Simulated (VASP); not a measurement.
# As (Pnna) in VASP: further runs

Runs on As. Level: PBE. Tasks: single point, relaxation of cell and atoms.

All numbers are computed with VASP 6.6.1; they aren't measurements. Logs are shortened: lines on timing, memory, paths and dates and some standing lists are left out, and cuts for length are marked.

## (1) The cell of the first run

Symmetry: Pnna, No. 52, orthorhombic system. The conventional cell has a = 7.742 Å, b = 6.408 Å, c = 3.240 Å, α = 90.00°, β = 90.00°, γ = 90.00°. As (site symmetry 1) has 3 As at 2.28 to 2.29 Å within 3.0 Å.

The cell was generated, and may not be a known phase.

## (2) Single point, PBE

The input, INCAR:

```
SYSTEM = As
ALGO     = Normal         ! electronic algorithm
EDIFF    = 1E-6           ! SCF threshold, eV
ENCUT    = 520            ! plane-wave cutoff, eV
GGA      = PE             ! functional
ISIF     = 2              ! what is computed and relaxed
ISMEAR   = 0              ! smearing method
LASPH    = .True.         ! aspherical terms in the spheres
LCHARG   = .False.        ! write CHGCAR
LREAL    = .False.        ! projectors in reciprocal space
LWAVE    = .False.        ! write WAVECAR
NBANDS   = 30             ! bands
NELM     = 60             ! most SCF steps
PREC     = Accurate       ! precision mode
SIGMA    = 0.1            ! smearing width, eV
```

The input, KPOINTS:

```
k-points
0
Gamma
  2 4 6
  0 0 0
```

The input, POSCAR:

```
As
1.0
    7.7420037800      0.0000000000      0.0000000000
    0.0000000000      6.4083388000      0.0000000000
    0.0000000000      0.0000000000      3.2404145100
As
8
Direct
    0.1200621800      0.9168261100      0.6253348000
    0.3799378200      0.4168261100      0.8746652000
    0.6200621800      0.9168261100      0.3746652000
    0.8799378200      0.4168261100      0.1253348000
    0.1200621800      0.5831738900      0.8746652000
    0.3799378200      0.0831738900      0.6253348000
    0.6200621800      0.5831738900      0.1253348000
    0.8799378200      0.0831738900      0.3746652000
```

Potentials or basis: VASP PAW PBE potentials, release 64 (As).

The run is started by

```console
cat potpaw_PBE.64/As/POTCAR > POTCAR
mpirun -np 1 vasp_std > vasp.out
```

OUTCAR:

```text
SYSTEM = As
   EDIFF = 1E-6
   ENCUT = 520
   GGA = PE
   ISIF = 2
   ISMEAR = 0
   LASPH = .True.
   LREAL = .False.
   NELM = 60
   PREC = Accurate

 ion  position               nearest neighbor table
   1  0.120  0.917  0.625-   6 2.28   5 2.29   8 2.29
   2  0.380  0.417  0.875-   5 2.28   6 2.29   7 2.29
   3  0.620  0.917  0.375-   8 2.28   7 2.29   6 2.29
   4  0.880  0.417  0.125-   7 2.28   8 2.29   5 2.29
   5  0.120  0.583  0.875-   2 2.28   1 2.29   4 2.29
   6  0.380  0.083  0.625-   1 2.28   2 2.29   3 2.29
   7  0.620  0.583  0.125-   4 2.28   3 2.29   2 2.29
   8  0.880  0.083  0.375-   3 2.28   4 2.29   1 2.29

  LATTYP: Found a simple orthorhombic cell.
 ALAT       =     3.2404145100
 B/A-ratio  =     1.9776293373
 C/A-ratio  =     2.3892016765

  Lattice vectors:

 A1 = (   0.0000000000,   0.0000000000,  -3.2404145100)
 A2 = (   0.0000000000,   6.4083388000,   0.0000000000)
 A3 = (   7.7420037800,   0.0000000000,   0.0000000000)

Analysis of symmetry for initial positions (statically):
=====================================================================
 Subroutine PRICEL returns:
 Original cell was already a primitive cell.

 Routine SETGRP: Setting up the symmetry group for a
 simple orthorhombic supercell.

 Subroutine GETGRP returns: Found  8 space group operations
 (whereof  2 operations were pure point group operations)
 out of a pool of  8 trial point group operations.

The static configuration has the point symmetry S_2 .
 The point group associated with its full space group is D_2h.

Analysis of symmetry for dynamics (positions and initial velocities):
=====================================================================
 Subroutine PRICEL returns:
 Original cell was already a primitive cell.

 Routine SETGRP: Setting up the symmetry group for a
 simple orthorhombic supercell.

 Subroutine GETGRP returns: Found  8 space group operations
 (whereof  2 operations were pure point group operations)
 out of a pool of  8 trial point group operations.

The dynamic configuration has the point symmetry S_2 .
 The point group associated with its full space group is D_2h.

 Subroutine INISYM returns: Found  8 space group operations
 (whereof  2 operations are pure point group operations),
 and found     1 'primitive' translations

----------------------------------------------------------------------------------------
[... 109 lines left out ...]
   NFREE  =      0    steps in history (QN), initial steepest desc. (CG)
   ISIF   =      2    stress and relaxation
   ISYM   =      2    0-nonsym 1-usesym 2-fastsym
   POTIM  = 0.5000    time-step for ionic-motion
   TEBEG  =    0.0;   TEEND  =   0.0 temperature during run
   PSTRESS=    0.0 pullay stress
   NELECT =      40.0000    total number of electrons
   NUPDOWN=      -1.0000    fix difference up-down
   EMIN   =  10.00;   EMAX   =-10.00  energy-range for DOS
   EFERMI =   0.00;   METHOD = LEGACY
   ISMEAR =     0;   SIGMA  =   0.10  broadening in eV -4-tet -1-fermi 0-gaus
   EFERMI_NEDOS =   21; number of points for ismear=-14 and -15
   IALGO  =     38    algorithm
   IMIX   =      4    mixing-type and parameters
     AMIX     =   0.40;   BMIX     =  1.00
     AMIX_MAG =   1.60;   BMIX_MAG =  1.00
  volume/ion in A,a.u.               =      20.10       135.61
  Fermi-wavevector in a.u.,A,eV,Ry     =   1.029663  1.945781 14.424971  1.060205
  Thomas-Fermi vector in A             =   2.163722
   LORBIT       =      0    0 simple, 1 ext, 2 COOP (PROOUT), +10 PAW based schemes
   GGA     = PE    functional components
   LHFCALC =     F    Hartree Fock is set to
   AEXX    =    0.0000 exact exchange contribution
   IVDW    =     0    specifies the selected vdW correction
   LEPSILON=     F    determine dielectric tensor
   LRPA    =     F    only Hartree local field effects (RPA)
 non-spin polarized calculation
 Gauss-broadening in eV      SIGMA  =   0.10
  energy-cutoff  :      520.00
  volume of cell :      160.77
 maximum number of plane-waves:      4368
 NGX is ok and might be reduce to    60
   NGX = 29   NGY = 23   NGZ = 13

 number of electron      40.0000004 magnetization

 Free energy of the ion-electron system (eV)
  ---------------------------------------------------
  ext. energy  EPLUGINS =         0.00000000
  ---------------------------------------------------
  free energy    TOTEN  =       -28.94508775 eV

  energy without entropy =      -28.91911470  energy(sigma->0) =      -28.93210122

 E-fermi :   6.1076     XC(G=0): -10.1599

 val. band max:        6.0982985309   @ k =   0.0000   0.0000   0.3333
 cond. band min:       6.1245664327   @ k =   0.0000   0.0000   0.5000
 fundamental gap:      0.0262679018
 Fermi energy:         6.1075704174

 k-point     1 :       0.0000    0.0000    0.0000
  band No.  band energies     occupation
      1     -10.1118      2.00000
      2      -8.1657      2.00000
      3      -8.0280      2.00000
      4      -7.8023      2.00000
      5      -5.7728      2.00000
      6      -5.4769      2.00000
[... 781 lines left out ...]
     29      11.1129      0.00000
     30      11.1232      0.00000

------------------------ aborting loop because EDIFF is reached ----------------------------------------

  FORCE on cell =-STRESS in cart. coord.  units (eV):
  Direction    XX          YY          ZZ          XY          YZ          ZX
  --------------------------------------------------------------------------------------
  -------------------------------------------------------------------------------------
  Total       33.5658840     37.0421272     12.5125555      0.0000000     -0.0000000      0.0000000
  in kB      334.5101195    369.1535843    124.6973397      0.0000000     -0.0000000      0.0000000
  external PRESSURE =     276.1203478 kB  Pullay stress =       0.0000000 kB

 VOLUME and BASIS-vectors are now :
 -----------------------------------------------------------------------------
  energy-cutoff  :      520.00
  volume of cell :      160.77
      direct lattice vectors                 reciprocal lattice vectors
     7.742003780  0.000000000  0.000000000     0.129165527  0.000000000  0.000000000
     0.000000000  6.408338800  0.000000000     0.000000000  0.156046681  0.000000000
     0.000000000  0.000000000  3.240414510     0.000000000  0.000000000  0.308602494

 POSITION                                       TOTAL-FORCE (eV/Angst)
 -----------------------------------------------------------------------------------
      0.92952      5.87533      2.02634         0.251134      0.005978      0.108777
      2.94148      2.67116      2.83428        -0.251134      0.005978     -0.108777
      4.80052      5.87533      1.21407         0.251134      0.005978     -0.108777
      6.81248      2.67116      0.40614        -0.251134      0.005978      0.108777
      0.92952      3.73718      2.83428         0.251134     -0.005978     -0.108777
      2.94148      0.53301      2.02634        -0.251134     -0.005978      0.108777
      4.80052      3.73718      0.40614         0.251134     -0.005978      0.108777
      6.81248      0.53301      1.21407        -0.251134     -0.005978     -0.108777
 -----------------------------------------------------------------------------------
    total drift:                               -0.000000      0.000000     -0.000000

  FREE ENERGIE OF THE ION-ELECTRON SYSTEM (eV)
  ---------------------------------------------------
  free  energy   TOTEN  =       -28.9450877490 eV

  energy  without entropy=      -28.9191146980  energy(sigma->0) =      -28.93210122
```

Wall time 44 s (1 thread of AMD EPYC 9R45 (Zen 5), shared host); peak memory 0.25 GiB.

What came out:

```
Free energy            : -28.9451 eV
Pressure               : 27.6 GPa
Largest force          : 0.274 eV/Å
Band gap on the k mesh : zero (bands 20 and 21 overlap by 1.90 eV)
```

Forces on the atoms (eV/Å):
```
As   0.251  0.006  0.109
As  -0.251  0.006 -0.109
As   0.251  0.006 -0.109
As  -0.251  0.006  0.109
As   0.251 -0.006 -0.109
As  -0.251 -0.006  0.109
As   0.251 -0.006  0.109
As  -0.251 -0.006 -0.109
```

Stress tensor (GPa, compression positive):
```
33.45  0.00  0.00
 0.00 36.92  0.00
 0.00  0.00 12.47
```

Caveat: the k points lie up to 0.41 Å⁻¹ apart, too coarse for converged energies and pressures of a metal.

## (3) Relaxation of cell and atoms, PBE

The input, INCAR:

```
SYSTEM = As
PREC     = Accurate       ! precision mode
ENCUT    = 600            ! plane-wave cutoff, eV
EDIFF    = 1E-6           ! SCF threshold, eV
ISMEAR   = 0              ! smearing method
SIGMA    = 0.1            ! smearing width, eV
LREAL    = .False.        ! projectors in reciprocal space
LASPH    = .True.         ! aspherical terms in the spheres
NELM     = 100            ! most SCF steps
ALGO     = Normal         ! electronic algorithm
ISIF     = 3              ! what is computed and relaxed
LWAVE    = .False.        ! write WAVECAR
LCHARG   = .False.        ! write CHGCAR
GGA      = PE             ! functional
IBRION   = 2              ! ionic algorithm
NSW      = 90             ! ionic steps
EDIFFG   = -0.04          ! ionic threshold
```

The input, KPOINTS:

```
Automatic mesh
0
Gamma
  2 4 6
  0 0 0
```

POSCAR is that of step 2.

Potentials or basis: VASP PAW PBE potentials, release 64 (As).

The run is started by

```console
cat potpaw_PBE.64/As/POTCAR > POTCAR
mpirun -np 1 vasp_std > vasp.out
```

Wall time 33 min (1 thread of AMD EPYC 9R45 (Zen 5), shared host); peak memory 0.33 GiB.

It converged, with:

```yaml
Free_energy: -35.5435 eV
Relaxed_volume: 21.74 Å³/atom
Relaxed_cell: a = 6.040 Å, b = 10.592 Å, c = 2.718 Å, α = 90.00°, β = 90.00°, γ = 90.00°
Space_group_after_relaxing_to_0.1_Å: Imma (No. 74)
Pressure_after_relaxing: -0.1 GPa
Largest_force_after_relaxing: 0.033 eV/Å
Band_gap_on_the_k_mesh: zero (bands 20 and 21 overlap by 3.44 eV)
```

Forces in eV/Å, atoms in the order of the input:
```
As  -0.012  0.025  0.016
As   0.012  0.025 -0.016
As  -0.012  0.025 -0.016
As   0.012  0.025  0.016
As  -0.012 -0.025 -0.016
As   0.012 -0.025  0.016
As  -0.012 -0.025  0.016
As   0.012 -0.025 -0.016
```

Stress tensor (GPa, compression positive):
```
-0.17  0.00  0.00
 0.00 -0.08  0.00
 0.00  0.00 -0.10
```

Final structure:
```xyz
8
Lattice="6.0404 0.0000 0.0000 0.0000 10.5922 0.0000 0.0000 0.0000 2.7182" Properties=species:S:1:pos:R:3 pbc="T T T"
As    0.7629    9.4762    1.3487
As    2.2573    4.1801    0.0105
As    3.7831    9.4762    1.3696
As    5.2775    4.1801    2.7078
As    0.7629    6.4121    0.0105
As    2.2573    1.1160    1.3487
As    3.7831    6.4121    2.7078
As    5.2775    1.1160    1.3696
```

Levels at points of the mesh, in eV from the Fermi level:
```csv
k point,band 19,band 20,band 21,band 22,band 23,band 24
"(0.00, 0.00, 0.00)",1.28,1.68,1.78,3.41,3.92,4.23
"(0.50, 0.00, 0.00)",0.38,0.38,0.54,0.54,4.46,4.46
"(0.00, 0.50, 0.00)",1.09,1.09,2.15,2.15,3.82,3.82
"(0.50, 0.50, 0.00)",-0.36,-0.36,2.63,2.63,2.63,2.63
"(0.00, 0.00, 0.50)",-2.52,-2.52,-1.76,-1.76,2.23,2.23
"(0.50, 0.00, 0.50)",-1.10,-1.10,-1.04,-1.04,-1.03,-1.03
"(0.00, 0.50, 0.50)",-2.49,-2.49,-1.33,-1.33,2.01,2.01
"(0.50, 0.50, 0.50)",-1.06,-1.06,-0.81,-0.81,-0.80,-0.80
```

Caveat: the k points lie up to 0.52 Å⁻¹ apart in the final cell, too coarse for converged energies and pressures of a metal; a cell axis changed by over 15 % at a fixed basis, so the end point is rough; this functional lacks dispersion, which binds layers or chains, so the pressure and a relaxed spacing across them are unreliable.

The gap in the log of VASP goes by the Fermi energy; the results here count the filled bands.